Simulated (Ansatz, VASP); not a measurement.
# WS2 in VASP and in Ansatz

```
W S
1.0
     3.15421    0.00000    0.00000
    -1.57710    2.73162    0.00000
     0.00000    0.00000   12.13991
W S
2 4
Direct
  0.33333 0.66667 0.25000
  0.66667 0.33333 0.75000
  0.27842 0.55684 0.64500
  0.66667 0.33333 0.12029
  0.33333 0.66667 0.87971
  0.66667 0.33333 0.37971
```

Alike in both runs: task single point; functional PBE; dispersion D3(BJ); k mesh 12 × 12 × 4; occupations gaussian, width 0.05 eV; no spin polarisation.

|  | VASP | Ansatz |
| --- | --- | --- |
| version | VASP 6.6.1 | Ansatz 0.2.0 |
| potentials or method | VASP PAW PBE potentials, release 64 (W_sv, S), cutoff 520 eV | scalar-relativistic, plane waves, PAW |
| valence electrons in the cell | 52 | 52 |

VASP gave:

* gap on the k mesh at the Fermi level (eV): none
* pressure (GPa): 13.0
* traceless stress, the component that is largest in VASP (GPa): -9.64
* rms of the force components (eV/Å): 3.139

Problem. Which values does Ansatz return?

Solution. gap on the k mesh at the Fermi level (eV): none; pressure (GPa): 13.1; traceless stress, the component that is largest in VASP (GPa): -9.65; rms of the force components (eV/Å): 3.139.

Atom by atom the forces differ by 0.004 eV/Å (rms over components). A gap of «none» marks a metal or a gap that the smearing closes.

Neither program's run includes spin-orbit coupling.
